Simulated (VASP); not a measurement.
Wanted: the native input for a VASP 6.6.1 run.

```yaml
Task: single point
Functional: PBE
Potentials_or_basis: VASP PAW PBE potentials, release 64 (Rh_pv)
Cutoff: 520 eV
k_mesh: 6 × 6 × 6
Occupations: gaussian, width 0.1 eV
Spin: collinear spin, ferromagnetic start
Starting_moments: "[1.0] μB"
Dipole_correction: no
Further_INCAR_settings: ALGO = Normal; EDIFF = 1e-06; NBANDS = 18
```

The structure of Rh lies in POSCAR:

```
Rh
1.0
    2.6371196821      0.0000000000      0.0000000000
   -1.3185598411      2.2838126375      0.0000000000
    0.0000000000      0.0000000000      2.5520144649
Rh
1
Direct
    0.0000000000      0.0000000000      0.0000000000
```

The cell was built from a structure type or drawn by symmetry, and may not be a known phase.

These files were run (other wordings do the same):

INCAR

```
ALGO     = Normal         # electronic algorithm
EDIFF    = 1E-6           # SCF threshold, eV
ENCUT    = 520            # plane-wave cutoff, eV
GGA      = PE             # functional
ISIF     = 2              # what is computed and relaxed
ISMEAR   = 0              # smearing method
ISPIN    = 2              # spin polarisation
LASPH    = T              # aspherical terms in the spheres
LCHARG   = T              # write CHGCAR
LELF     = T              # ELF
LMAXMIX  = 4              # l up to which the mixer works
LORBIT   = 11             # projections on sites
LREAL    = F              # projectors in reciprocal space
LVHAR    = T            
LWAVE    = F              # write WAVECAR
MAGMOM   = 1              # initial moments
NBANDS   = 18             # bands
NELM     = 150            # most SCF steps
PREC     = Accurate       # precision mode
SIGMA    = 0.1            # smearing width, eV
```

KPOINTS

```
k-points
0
Gamma
  6 6 6
```

Potentials or basis: VASP PAW PBE potentials, release 64 (Rh_pv).

Run with:

```sh
$ cat potpaw_PBE.64/Rh_pv/POTCAR > POTCAR
$ mpirun -np 1 vasp_std > vasp.out
```

Results of the run:

The pressure is 1.2 GPa, the net moment is 0.00 μB per cell and the valence electrons inside the program's atomic spheres are Rh 13.76.

Caveat: the k points lie up to 0.46 Å⁻¹ apart.

It took 29 s on 1 thread of Intel Xeon 8259CL (shared host), peak memory 0.14 GiB.
